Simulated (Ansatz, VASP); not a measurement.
**CdS in VASP and in Ansatz**

```xyz
4
Lattice="4.1646 0.0000 0.0000 -2.0823 3.6067 0.0000 0.0000 0.0000 6.7998" Properties=species:S:1:pos:R:3 pbc="T T T"
Cd    0.0000    2.4044   -0.0028
Cd    2.0823    1.2022    3.3972
S     0.0000    2.4044    2.5527
S     2.0823    1.2022    5.9526
```

Change from the starting cell: uniaxial_z strain +0.5%.

Alike in both runs: task single point; functional PBE; k mesh 12 × 12 × 4; occupations fermi-dirac, width 0.02 eV; no spin polarisation.

|  | VASP | Ansatz |
| --- | --- | --- |
| version | VASP 6.6.1 | Ansatz 0.2.0 |
| potentials or method | VASP PAW PBE potentials, release 64 (Cd, S) | plane waves, PAW |
| plane-wave cutoff (eV) | 520 | 420 |
| valence electrons in the cell | 36 | 52 |

|  | VASP | Ansatz | Ansatz less VASP |
| --- | --- | --- | --- |
| gap on the k mesh at the Fermi level (eV) | 1.15 | 1.15 | -0.002 |
| pressure (GPa) | 1.4 | 1.1 | -0.31 |
| traceless stress, the component that is largest in VASP (GPa) | -0.11 | -0.11 | 0.000 |

VASP's potentials hold 36 valence electrons a cell and Ansatz's 52, so a difference there can come from the potentials and not from the codes.
